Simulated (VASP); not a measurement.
A run of VASP 6.6.1:

The input INCAR:

```
SYSTEM = Bi
ALGO     = Normal         ! electronic algorithm
EDIFF    = 1E-6           ! SCF threshold, eV
ENCUT    = 520            ! plane-wave cutoff, eV
GGA      = PE             ! functional
ISIF     = 2              ! what is computed and relaxed
ISMEAR   = -1             ! smearing method
LASPH    = .TRUE.         ! aspherical terms in the spheres
LCHARG   = .FALSE.        ! write CHGCAR
LREAL    = .FALSE.        ! projectors in reciprocal space
LWAVE    = .FALSE.        ! write WAVECAR
NBANDS   = 22             ! bands
NELM     = 80             ! most SCF steps
PREC     = Accurate       ! precision mode
SIGMA    = 0.05           ! smearing width, eV
```

KPOINTS

```
k-points
0
G
  6 6 6
  0 0 0
```

Contents of POSCAR:

```
Bi
1.0
    2.2675000000      1.3091417354      3.9380000000
   -2.2675000000      1.3091417354      3.9380000000
    0.0000000000     -2.6182834708      3.9380000000
Bi
2
Direct
    0.7660000000      0.7660000000      0.7660000000
    0.2340000000      0.2340000000      0.2340000000
```

Potentials or basis: VASP PAW PBE potentials, release 64 (Bi_d).

Command:

```bash
$ cat potpaw_PBE.64/Bi_d/POTCAR > POTCAR
$ mpirun -np 1 vasp_std > vasp.out
```

Hardware: 1 thread of Intel Xeon 8259CL (shared host).

Problem. How long does it take, and how much memory?

Solution. Wall time 67 s on 1 thread of Intel Xeon 8259CL, with other jobs on the host, peak memory 0.21 GiB. Counts: scf iterations 11, k points 32.
